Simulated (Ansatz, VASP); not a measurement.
Two plane-wave programs on HfB2

```
Hf B
1.0
     3.35297    0.00000    0.00000
     0.00000    3.35297    0.00000
     0.00000    0.00000    3.18132
Hf B
1 2
Direct
  0.50000 0.50000 0.50000
  0.00000 0.00000 0.50000
  0.00000 0.00000 0.00000
```

Alike in both runs: functional PBE; k mesh 14 × 14 × 14; occupations gaussian, width 0.1 eV; no spin polarisation.

Ansatz relaxed the structure, and its values are those at the end. VASP's run is a single point on that final structure, the one shown.

```csv
,VASP,Ansatz
version,VASP 6.6.1,Ansatz 0.2.0
potentials or method,"VASP PAW PBE potentials, release 64 (Hf_pv, B), cutoff 520 eV","scalar-relativistic, plane waves, PAW"
valence electrons in the cell,16,32
```

```tsv
	VASP	Ansatz	Ansatz less VASP
gap on the k mesh at the Fermi level (eV)	none	none	-
pressure (GPa)	-0.4	0.0	+0.38
```

A gap of «none» marks a metal or a gap that the smearing closes. With one functional, cell and mesh, what is left measures potentials, basis and numerics. VASP's potentials hold 16 valence electrons a cell and Ansatz's 32, so a difference there can come from the potentials and not from the codes.

Spin-orbit coupling is off throughout.
